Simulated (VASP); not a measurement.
# Sb (R-3m) in VASP: notebook

The runs below take Sb through single point, with r2SCAN.

Program: VASP 6.6.1. These are calculated values, not measurements. Logs are shortened: lines on timing, memory, paths and dates and some standing lists are left out, and cuts for length are marked.

## (1) The cell of the first run

It takes space group R-3m (No. 166, trigonal). The conventional cell has a = 4.308 Å, b = 4.308 Å, c = 11.274 Å, α = 90.00°, β = 90.00°, γ = 120.00°. Sb (site symmetry 3m) has 6 Sb at 2.91 to 3.35 Å within 3.8 Å.

## (2) Single point, r2SCAN

Contents of POSCAR:

```
Sb
1.0
    2.1542000000      1.2437300000      3.7580000000
   -2.1542000000      1.2437300000      3.7580000000
    0.0000000000     -2.4874600000      3.7580000000
Sb
2
Direct
    0.2334900000      0.2334900000      0.2334900000
    0.7665100000      0.7665100000      0.7665100000
```

Contents of INCAR.step1:

```
SYSTEM = Sb
PREC = Accurate
ENCUT = 520
ISMEAR = 1
SIGMA = 0.1
LREAL = .False.
LASPH = .True.
NELM = 60
NBANDS = 12
GGA = PE
ALGO = Normal
EDIFF = 1E-4
LWAVE = .True.
LCHARG = .False.
```

Contents of INCAR.step2:

```
SYSTEM = Sb
PREC = Accurate
ENCUT = 520
EDIFF = 1E-6
ISMEAR = 1
SIGMA = 0.1
LREAL = .False.
LASPH = .True.
NELM = 60
ALGO = Normal
ISIF = 2
LWAVE = .False.
LCHARG = .True.
METAGGA = R2SCAN
LMIXTAU = .True.
LELF = .True.
LVHAR = .True.
NBANDS = 12
ISTART = 1
```

Contents of KPOINTS:

```
Automatic mesh
0
Gamma
  8 8 8
  0 0 0
```

Potentials or basis: VASP PAW PBE potentials, release 64 (Sb).

Launch:

```
$ cat potpaw_PBE.64/Sb/POTCAR > POTCAR
$ cp INCAR.step1 INCAR
$ mpirun -np 1 vasp_std > vasp.out
$ cp INCAR.step2 INCAR
$ mpirun -np 1 vasp_std > vasp.out
```

OUTCAR:

```text
SYSTEM = Sb
   PREC = Accurate
   ENCUT = 520
   EDIFF = 1E-6
   ISMEAR = 1
   LREAL = .False.
   LASPH = .True.
   NELM = 60
   ISIF = 2
   METAGGA = R2SCAN
   ISTART = 1

 ion  position               nearest neighbor table
   1  0.233  0.233  0.233-   2 2.91   2 2.91   2 2.91   2 3.35   2 3.35   2 3.35
   2  0.767  0.767  0.767-   1 2.91   1 2.91   1 2.91   1 3.35   1 3.35   1 3.35

  LATTYP: Found a trigonal (rhomboedric) cell.
 ALAT       =     4.5066623962
 COS(alpha) =     0.5430245193

  Lattice vectors:

 A1 = (   2.1542000000,   1.2437300000,   3.7580000000)
 A2 = (  -2.1542000000,   1.2437300000,   3.7580000000)
 A3 = (   0.0000000000,  -2.4874600000,   3.7580000000)

Analysis of symmetry for initial positions (statically):
=====================================================================
 Subroutine PRICEL returns:
 Original cell was already a primitive cell.

 Routine SETGRP: Setting up the symmetry group for a
 trigonal (rhombohedral) supercell.

 Subroutine GETGRP returns: Found 12 space group operations
 (whereof 12 operations were pure point group operations)
 out of a pool of 12 trial point group operations.

The static configuration has the point symmetry D_3d.

Analysis of symmetry for dynamics (positions and initial velocities):
=====================================================================
 Subroutine PRICEL returns:
 Original cell was already a primitive cell.

 Routine SETGRP: Setting up the symmetry group for a
 trigonal (rhombohedral) supercell.

 Subroutine GETGRP returns: Found 12 space group operations
 (whereof 12 operations were pure point group operations)
 out of a pool of 12 trial point group operations.

The dynamic configuration has the point symmetry D_3d.

 Subroutine INISYM returns: Found 12 space group operations
 (whereof 12 operations are pure point group operations),
 and found     1 'primitive' translations

----------------------------------------------------------------------------------------

                                     Primitive cell

  volume of cell :      60.4116

  direct lattice vectors                    reciprocal lattice vectors
     2.154200000  1.243730000  3.758000000     0.232104726  0.134005505  0.088699663
    -2.154200000  1.243730000  3.758000000    -0.232104726  0.134005505  0.088699663
     0.000000000 -2.487460000  3.758000000     0.000000000 -0.268011010  0.088699663

  length of vectors
     4.506662396  4.506662396  4.506664093     0.282307827  0.282307827  0.282307513

  position of ions in fractional coordinates (direct lattice)
     0.233490000  0.233490000  0.233490000
     0.766510000  0.766510000  0.766510000

  ion indices of the primitive-cell ions
   primitive index   ion index
                 1           1
                 2           2

----------------------------------------------------------------------------------------

 KPOINTS: Automatic mesh

Automatic generation of k-mesh.
 Grid dimensions read from file:
 generate k-points for:    8    8    8

 Generating k-lattice:

  Cartesian coordinates                     Fractional coordinates (reciprocal lattice)
     0.029013091  0.016750688  0.011087458     0.125000000  0.000000000  0.000000000
    -0.029013091  0.016750688  0.011087458     0.000000000  0.125000000  0.000000000
     0.000000000 -0.033501376  0.011087458     0.000000000  0.000000000  0.125000000

  Length of vectors
     0.035288478  0.035288478  0.035288439

  Shift w.r.t. Gamma in fractional coordinates (k-lattice)
     0.000000000  0.000000000  0.000000000

 Subroutine IBZKPT returns following result:
 ===========================================

 Found     65 irreducible k-points:

 Following reciprocal coordinates:
            Coordinates               Weight
  0.000000  0.000000  0.000000      1.000000
  0.125000 -0.000000  0.000000      6.000000
  0.250000 -0.000000  0.000000      6.000000
  0.375000  0.000000  0.000000      6.000000
  0.500000 -0.000000  0.000000      3.000000
  0.125000  0.125000  0.000000      6.000000
[... 16 lines left out ...]
  0.250000  0.125000  0.125000      6.000000
  0.375000  0.125000  0.125000      6.000000
 [... further k-points ...]
   k-points           NKPTS =     65   k-points in BZ     NKDIM =     65   number of bands    NBANDS=     12
   number of dos      NEDOS =    301   number of ions     NIONS =      2
   total plane-waves  NPLWV =  46656
   dimension x,y,z NGX =    36 NGY =   36 NGZ =   36
   dimension x,y,z NGXF=    72 NGYF=   72 NGZF=   72
   ions per type =               2
   NGX,Y,Z   is equivalent  to a cutoff of  13.28, 13.28, 13.28 a.u.
   NGXF,Y,Z  is equivalent  to a cutoff of  26.56, 26.56, 26.56 a.u.
 SYSTEM =  Sb
   PREC   = accura    normal or accurate (medium, high low for compatibility)
   ISTART =      1    job   : 0-new  1-cont  2-samecut
   ICHARG =      0    charge: 1-file 2-atom 10-const
   ISPIN  =      1    spin polarized calculation?
   LNONCOLLINEAR =      F non collinear calculations
   LSORBIT =      F    spin-orbit coupling
   LASPH  =      T    aspherical Exc in radial PAW
   ENCUT  =  520.0 eV  38.22 Ry    6.18 a.u.   8.38  8.38  8.38*2*pi/ulx,y,z
   NELM   =     60;   NELMIN=  2; NELMDL=  0     # of ELM steps
   EDIFF  = 0.1E-05   stopping-criterion for ELM
   LREAL  =      F    real-space projection
   EDIFFG = 0.1E-04   stopping-criterion for IOM
   NSW    =      0    number of steps for IOM
   IBRION =     -1    ionic relax: 0-MD 1-quasi-New 2-CG
   NFREE  =      0    steps in history (QN), initial steepest desc. (CG)
   ISIF   =      2    stress and relaxation
   ISYM   =      2    0-nonsym 1-usesym 2-fastsym
   POTIM  = 0.5000    time-step for ionic-motion
   TEBEG  =    0.0;   TEEND  =   0.0 temperature during run
   PSTRESS=    0.0 pullay stress
   NELECT =      10.0000    total number of electrons
   NUPDOWN=      -1.0000    fix difference up-down
   EMIN   =  10.00;   EMAX   =-10.00  energy-range for DOS
   EFERMI =   0.00;   METHOD = LEGACY
   ISMEAR =     1;   SIGMA  =   0.10  broadening in eV -4-tet -1-fermi 0-gaus
   EFERMI_NEDOS =   21; number of points for ismear=-14 and -15
   IALGO  =     38    algorithm
   IMIX   =      4    mixing-type and parameters
     AMIX     =   0.40;   BMIX     =  1.00
     AMIX_MAG =   1.60;   BMIX_MAG =  1.00
  volume/ion in A,a.u.               =      30.21       203.84
  Fermi-wavevector in a.u.,A,eV,Ry     =   0.898879  1.698636 10.993293  0.807984
  Thomas-Fermi vector in A             =   2.021644
   LORBIT       =      0    0 simple, 1 ext, 2 COOP (PROOUT), +10 PAW based schemes
   METAGGA = R2SCAN    functional components
   LHFCALC =     F    Hartree Fock is set to
   AEXX    =    0.0000 exact exchange contribution
   IVDW    =     0    specifies the selected vdW correction
   LEPSILON=     F    determine dielectric tensor
   LRPA    =     F    only Hartree local field effects (RPA)
 non-spin polarized calculation
 Methfessel and Paxton  Order N= 1 SIGMA  =   0.10
  energy-cutoff  :      520.00
  volume of cell :       60.41
 maximum number of plane-waves:      1638
 NGX is ok and might be reduce to    36
   NGX = 17   NGY = 17   NGZ = 17

 number of electron      10.0000000 magnetization

 Free energy of the ion-electron system (eV)
  ---------------------------------------------------
  ext. energy  EPLUGINS =         0.00000000
  ---------------------------------------------------
  free energy    TOTEN  =       -51.38516450 eV

  energy without entropy =      -51.38482837  energy(sigma->0) =      -51.38505246

 E-fermi :   7.4125     XC(G=0):  -9.9968

 val. band max:        7.4000073875   @ k =   0.3750   0.1250   0.1250
 cond. band min:       7.4954290304   @ k =   0.3750   0.1250   0.1250
 fundamental gap:      0.0954216429
 Fermi energy:         7.4125201816

 k-point     1 :       0.0000    0.0000    0.0000
  band No.  band energies     occupation
      1      -6.0999      2.00000
      2       2.4556      2.00000
      3       4.9679      2.00000
      4       5.2312      2.00000
      5       5.2312      2.00000
      6       9.3950     -0.00000
      7      10.0438      0.00000
      8      10.0438      0.00000
      9      12.6606      0.00000
     10      12.6606      0.00000
     11      12.8777      0.00000
     12      14.3637      0.00000

 k-point     2 :       0.1250   -0.0000    0.0000
  band No.  band energies     occupation
      1      -5.9180      2.00000
      2       1.6070      2.00000
      3       5.0109      2.00000
      4       5.1917      2.00000
      5       5.6074      2.00000
      6       9.2892     -0.00000
      7       9.6264      0.00000
      8       9.6310      0.00000
      9      12.1376      0.00000
     10      12.6120      0.00000
     11      12.7430      0.00000
     12      15.4116      0.00000

 k-point     3 :       0.2500   -0.0000    0.0000
  band No.  band energies     occupation
      1      -5.3773      2.00000
      2      -0.0042      2.00000
      3       5.0413      2.00000
      4       5.1228      2.00000
      5       6.1484      2.00000
      6       8.5932     -0.00000
      7       8.7500     -0.00000
      8       8.7516     -0.00000
      9      12.5273      0.00000
     10      13.1165      0.00000
     11      13.6063      0.00000
     12      17.4972      0.00000

 k-point     4 :       0.3750    0.0000    0.0000
  band No.  band energies     occupation
      1      -4.5021      2.00000
      2      -1.6588      2.00000
      3       5.0924      2.00000
      4       5.1509      2.00000
      5       6.5541      2.00000
      6       7.7206     -0.00012
      7       7.9318     -0.00000
      8       8.0237     -0.00000
      9      13.7884      0.00000
     10      14.6873      0.00000
     11      15.1538      0.00000
     12      17.8074      0.00000

 k-point     5 :       0.5000   -0.0000    0.0000
  band No.  band energies     occupation
      1      -3.6087      2.00000
      2      -2.8296      2.00000
      3       5.0929      2.00000
      4       5.2361      2.00000
      5       6.8890      2.00000
      6       7.1800      2.00489
      7       7.5835     -0.03623
      8       7.7466     -0.00002
      9      15.3739      0.00000
     10      15.8468      0.00000
     11      16.8561      0.00000
     12      16.9017      0.00000
[... 228 lines left out ...]
      1      -3.5972      2.00000
      2      -1.0765      2.00000
      3       1.5429      2.00000
      4       3.2281      2.00000
      5       3.3058      2.00000
      6       8.9607     -0.00000
      7      12.4351      0.00000
      8      13.1076      0.00000
      9      14.5972      0.00000
     10      16.2894      0.00000
     11      17.9309      0.00000
     12      18.3806      0.00000

 k-point    22 :       0.1250    0.1250    0.1250
  band No.  band energies     occupation
      1      -5.9515      2.00000
      2       1.5158      2.00000
      3       5.2701      2.00000
      4       5.2701      2.00000
      5       5.6586      2.00000
      6       9.3052     -0.00000
      7       9.5381      0.00000
      8       9.5381      0.00000
      9      12.5300      0.00000
     10      12.8596      0.00000
     11      12.8596      0.00000
     12      15.1813      0.00000

 k-point    23 :       0.2500    0.1250    0.1250
  band No.  band energies     occupation
      1      -5.6739      2.00000
      2       0.7062      2.00000
      3       4.2390      2.00000
      4       5.5943      2.00000
      5       6.6969      2.00000
      6       8.4816     -0.00000
      7       8.4874     -0.00000
      8      10.3505      0.00000
      9      12.3618      0.00000
     10      12.8083      0.00000
     11      13.6978      0.00000
     12      15.1494      0.00000

 k-point    24 :       0.3750    0.1250    0.1250
  band No.  band energies     occupation
      1      -5.0464      2.00000
      2      -0.5888      2.00000
      3       3.6370      2.00000
      4       5.5207      2.00000
      5       7.4000      1.20996
      6       7.4954      0.00576
      7       7.9064     -0.00000
      8      10.4620      0.00000
      9      12.5959      0.00000
     10      13.5530      0.00000
     11      14.8831      0.00000
     12      16.7131      0.00000

 [... further k-points ...]
[... 5 lines left out ...]
  --------------------------------------------------------------------------------------
  -------------------------------------------------------------------------------------
  Total        0.7072459      0.7072482      0.5793492      0.0000000     -0.0000000      0.0000000
  in kB       18.7568911     18.7569529     15.3649400      0.0000000     -0.0000000      0.0000000
  external PRESSURE =      17.6262613 kB  Pullay stress =       0.0000000 kB

 VOLUME and BASIS-vectors are now :
 -----------------------------------------------------------------------------
  energy-cutoff  :      520.00
  volume of cell :       60.41
      direct lattice vectors                 reciprocal lattice vectors
     2.154200000  1.243730000  3.758000000     0.232104726  0.134005505  0.088699663
    -2.154200000  1.243730000  3.758000000    -0.232104726  0.134005505  0.088699663
     0.000000000 -2.487460000  3.758000000     0.000000000 -0.268011010  0.088699663

 POSITION                                       TOTAL-FORCE (eV/Angst)
 -----------------------------------------------------------------------------------
      0.00000      0.00000      2.63237         0.000000      0.000000      0.042453
      0.00000      0.00000      8.64163         0.000000      0.000000     -0.042453
 -----------------------------------------------------------------------------------
    total drift:                                0.000000     -0.000000     -0.000000

  FREE ENERGIE OF THE ION-ELECTRON SYSTEM (eV)
  ---------------------------------------------------
  free  energy   TOTEN  =       -51.3851644981 eV

  energy  without entropy=      -51.3848283750  energy(sigma->0) =      -51.38505246
```

It took 3.4 min on 1 thread of Intel Xeon 8259CL, shared host; peak memory 0.23 GiB.

Results:

```
Free energy            : -51.3852 eV
Pressure               : 1.8 GPa
Largest force          : 0.042 eV/Å
Band gap on the k mesh : zero (bands 5 and 6 overlap by 0.22 eV)
```

Forces in eV/Å, atoms in the order of the input:
```
Sb   0.000  0.000  0.042
Sb   0.000  0.000 -0.042
```

Stress tensor (GPa, compression positive):
```
1.88 0.00 0.00
0.00 1.88 0.00
0.00 0.00 1.54
```

Caveat: the PAW data sets were made with another functional, which shifts forces and pressure a little; spin-orbit coupling is left out, which moves the levels of the heavy elements.

## (3) Single point, r2SCAN

POSCAR is that of step 2.

Contents of INCAR.step1:

```
  PREC = Accurate
  ENCUT = 520
  ISMEAR = 1
  SIGMA = 0.1
  LREAL = False
  LASPH = True
  NELM = 80
  NBANDS = 12
  GGA = PE
  ALGO = Normal
  EDIFF = 1E-4
  LWAVE = True
  LCHARG = False
```

Contents of INCAR.step2:

```
  PREC = Accurate
  ENCUT = 520
  EDIFF = 1E-6
  ISMEAR = 1
  SIGMA = 0.1
  LREAL = False
  LASPH = True
  NELM = 80
  ALGO = Normal
  ISIF = 2
  LWAVE = False
  LCHARG = False
  METAGGA = R2SCAN
  LMIXTAU = True
  NBANDS = 12
  ISTART = 1
```

Contents of KPOINTS:

```
regular mesh
0
Gamma
  8 8 8
```

Potentials or basis: VASP PAW PBE potentials, release 64 (Sb).

Launch:

```
$ cat potpaw_PBE.64/Sb/POTCAR > POTCAR
$ cp INCAR.step1 INCAR
$ mpirun -np 1 vasp_std > vasp.out
$ cp INCAR.step2 INCAR
$ mpirun -np 1 vasp_std > vasp.out
```

Wall time 3.6 min (1 thread of Intel Xeon 8259CL, shared host); peak memory 0.23 GiB.

Results (log left out):

* Free energy: -51.3852 eV
* Pressure: 1.8 GPa
* Largest force: 0.042 eV/Å
* Band gap on the k mesh: zero (bands 5 and 6 overlap by 0.22 eV)

Forces in eV/Å, atoms in the order of the input:
```
Sb   0.000  0.000  0.042
Sb   0.000  0.000 -0.042
```

Stress tensor (GPa, compression positive):
```
1.88 0.00 0.00
0.00 1.88 0.00
0.00 0.00 1.54
```

Levels at points of the mesh, in eV from the Fermi level:
```csv
k point,band 2,band 3,band 4,band 5,band 6,band 7,band 8,band 9
"(0.00, 0.00, 0.00)",-4.96,-2.44,-2.18,-2.18,1.98,2.63,2.63,5.25
"(0.50, 0.00, 0.00)",-10.24,-2.32,-2.18,-0.52,-0.23,0.17,0.33,7.96
"(0.50, 0.50, 0.00)",-8.49,-5.87,-4.18,-4.11,1.55,5.02,5.70,7.18
"(0.50, 0.50, 0.50)",-9.54,-1.65,-1.65,-0.49,-0.08,-0.08,1.13,7.36
```

Caveat: the PAW data sets were made with another functional, which shifts forces and pressure a little; spin-orbit coupling is left out, which moves the levels of the heavy elements.
